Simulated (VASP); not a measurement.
Here is a VASP 6.6.1 calculation.

INCAR

```
PREC     = Accurate       # precision mode
ENCUT    = 520            # plane-wave cutoff, eV
EDIFF    = 1E-7           # SCF threshold, eV
ISMEAR   = -1             # smearing method
SIGMA    = 0.1            # smearing width, eV
LREAL    = False          # projectors in reciprocal space
LASPH    = True           # aspherical terms in the spheres
NELM     = 100            # most SCF steps
ALGO     = Normal         # electronic algorithm
ISIF     = 2              # what is computed and relaxed
LWAVE    = False          # write WAVECAR
LCHARG   = True           # write CHGCAR
GGA      = PS             # functional
LELF     = True           # ELF
LVHAR    = True         
NBANDS   = 20             # bands
```

File KPOINTS:

```
Automatic mesh
0
Gamma
  11 11 1
```

The input POSCAR:

```
Sb
1.0
    3.3338465348      0.0000000000      0.0000000000
    0.0000000000      3.3338465348      0.0000000000
    0.0000000000      0.0000000000     25.4295000000
Sb
5
Direct
    0.0000000000      0.0000000000      0.3238290359
    0.5000000000      0.5000000000      0.4057516830
    0.0000000000      0.0000000000      0.4999999047
    0.5000000000      0.5000000000      0.5942483405
    0.0000000000      0.0000000000      0.6761710359
```

Potentials or basis: VASP PAW PBE potentials, release 64 (Sb).

Command:

```console
$ cat potpaw_PBE.64/Sb/POTCAR > POTCAR
$ mpirun -np 1 vasp_std > vasp.out
```

**Question.** Estimate the largest force.

**Answer.** 0.014 eV/Å.

Forces in eV/Å, atoms in the order of the input:
```
Sb   0.000  0.000 -0.014
Sb   0.000  0.000  0.011
Sb   0.000  0.000  0.000
Sb   0.000  0.000 -0.011
Sb   0.000  0.000  0.014
```

Caveat: the PAW data sets were made with another functional, which shifts forces and pressure a little.
